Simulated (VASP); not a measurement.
Set up this calculation in VASP 6.6.1, as the native input.

* Task: single point
* Functional: LDA
* Potentials or basis: VASP PAW LDA potentials, release 64 (Hf_pv, C)
* Cutoff: 520 eV
* k mesh: 14 × 14 × 14
* Occupations: fermi-dirac, width 0.03 eV
* Spin: collinear spin
* Starting moments: [0.15, 0.0] μB
* Fixed moment: 0.15 μB
* Dipole correction: no
* Further INCAR settings: ALGO = Normal; EDIFF = 1e-06; NBANDS = 18

The structure of HfC lies in POSCAR:

```
HfC
1.0
    0.0000000000      2.3250000000      2.3250000000
    2.3250000000      0.0000000000      2.3250000000
    2.3250000000      2.3250000000      0.0000000000
Hf C
1 1
Direct
    0.5000000000      0.5000000000      0.5000000000
    0.0000000000      0.0000000000      0.0000000000
```

The input as run:

INCAR

```
SYSTEM = HfC
  ALGO = Normal
  EDIFF = 1E-6
  ENCUT = 520
  GGA = CA
  ISIF = 2
  ISMEAR = -1
  ISPIN = 2
  LASPH = .TRUE.
  LCHARG = .FALSE.
  LMAXMIX = 4
  LORBIT = 11
  LREAL = .FALSE.
  LWAVE = .FALSE.
  MAGMOM = 0.15 0
  NBANDS = 18
  NELM = 150
  NUPDOWN = 0.15
  PREC = Accurate
  SIGMA = 0.03
```

KPOINTS

```
k-points
0
G
  14 14 14
  0 0 0
```

Potentials or basis: VASP PAW LDA potentials, release 64 (Hf_pv, C).

The run is started by

```bash
$ cat potpaw_LDA.64/Hf_pv/POTCAR potpaw_LDA.64/C/POTCAR > POTCAR
$ mpirun -np 1 vasp_std > vasp.out
```

Results of the run:

| Item | Value |
| --- | --- |
| Pressure | -11.6 GPa |
| Net moment | 0.15 μB per cell |
| Site moments | Hf +0.04; C +0.06 μB |
| Valence electrons inside the program's atomic spheres | Hf 8.63; C 2.37 |

Caveat: the cell stands under tension; the total moment is fixed, so each spin has its own Fermi level.

Run time: 73 s on 1 thread of Intel Xeon 8259CL, with other jobs on the host, peak memory 0.19 GiB.
